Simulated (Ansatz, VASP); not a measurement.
**LiTaO2 in VASP and in Ansatz**

```
Li Ta O
1.0
     3.05526    0.00000    0.00000
     0.00000    3.08791    0.00000
     0.00000    0.00000    5.34330
Li Ta O
1 1 2
Cartesian
  1.5276 1.5440 2.6717
  0.0000 0.0000 0.0000
  0.0000 1.5440 1.2968
  0.0000 1.5440 4.0465
```

Change from the starting cell: species swapped into the CuAgO2 type (Pmmm, No. 47).

Alike in both runs: functional PBE; k mesh 16 × 16 × 8; occupations gaussian, width 0.1 eV; no spin polarisation.

Ansatz relaxed the structure, and its values are those at the end. VASP's run is a single point on that final structure, the one shown.

```csv
,VASP,Ansatz
version,VASP 6.6.1,Ansatz 0.2.0
potentials or method,"VASP PAW PBE potentials, release 64 (Li_sv, Ta_sv_GW, O), cutoff 880 eV","scalar-relativistic, plane waves, PAW"
valence electrons in the cell,28,28
```

```tsv
	VASP	Ansatz	Ansatz less VASP
gap on the k mesh at the Fermi level (eV)	none	none	-
pressure (GPa)	0.2	0.0	-0.15
rms of the force components (eV/Å)	0.011	0.000	-0.0110
```

A gap of «none» marks a metal or a gap that the smearing closes.

Neither program's run includes spin-orbit coupling.
